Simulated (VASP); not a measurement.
A run of VASP 6.6.1 is set up as follows.

File INCAR:

```
ALGO     = Normal         # electronic algorithm
EDIFF    = 1E-7           # SCF threshold, eV
ENCUT    = 520            # plane-wave cutoff, eV
GGA      = PS             # functional
ISIF     = 2              # what is computed and relaxed
ISMEAR   = 0              # smearing method
LASPH    = T              # aspherical terms in the spheres
LCHARG   = T              # write CHGCAR
LELF     = T              # ELF
LREAL    = F              # projectors in reciprocal space
LVHAR    = T            
LWAVE    = F              # write WAVECAR
NBANDS   = 16             # bands
NELM     = 100            # most SCF steps
PREC     = Accurate       # precision mode
SIGMA    = 0.05           # smearing width, eV
```

The input KPOINTS:

```
k-points
0
Gamma
  9 9 6
```

The input POSCAR:

```
AlN
1.0
    3.1520545766      0.0000000000      0.0000000000
   -1.5760272883      2.7297593374      0.0000000000
    0.0000000000      0.0000000000      4.2146121743
Al N
2 2
Direct
    0.3333333333      0.6666666667      0.7500000000
    0.6666666667      0.3333333333      0.2500000000
    0.3333333333      0.6666666667      0.2500000000
    0.6666666667      0.3333333333      0.7500000000
```

Potentials or basis: VASP PAW PBE potentials, release 64 (Al, N).

Command:

```bash
$ cat potpaw_PBE.64/Al/POTCAR potpaw_PBE.64/N/POTCAR > POTCAR
$ mpirun -np 1 vasp_std > vasp.out
```

Problem. What does it give for the pressure?

Solution. 22.4 GPa.

Problem. What does it give for the band gap on the k mesh?

Solution. 3.79 eV, direct.

Stress tensor (GPa, compression positive):
```
29.96  0.00  0.00
 0.00 29.96  0.00
 0.00  0.00  7.30
```

Caveat: the PAW data sets were made with another functional, which shifts forces and pressure a little. A k mesh can miss the band edges.
